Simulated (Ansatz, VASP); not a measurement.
Two plane-wave programs on SnO2

```
CELL_PARAMETERS angstrom
4.65223 0.00000 0.00000
0.00000 4.65223 0.00000
0.00000 0.00000 3.12881
ATOMIC_POSITIONS crystal
Sn 0.00000 0.00000 0.00000
Sn 0.50000 0.50000 0.50000
O 0.30710 0.30710 0.00000
O 0.19290 0.80710 0.50000
O 0.69290 0.69290 0.00000
O 0.80710 0.19290 0.50000
```

Alike in both runs: task single point; functional PBEsol; k mesh 4 × 4 × 6; no spin polarisation.

```csv
,VASP,Ansatz
version,VASP 6.6.1,Ansatz 0.2.0
potentials or method,"VASP PAW PBE potentials, release 64 (Sn_d, O), cutoff 520 eV","plane waves, PAW"
occupations,"methfessel-paxton of order 1, width 0.05 eV","cold, width 0.05 eV"
valence electrons in the cell,52,52
```

Ansatz gave:

```
pressure (GPa)                                                : 18.5
traceless stress, the component that is largest in VASP (GPa) : 4.12
```

Which values does VASP return?

Pressure (GPa): 19.3; traceless stress, the component that is largest in VASP (GPa): 4.42.

VASP's potentials were made for PBE, not for PBEsol.
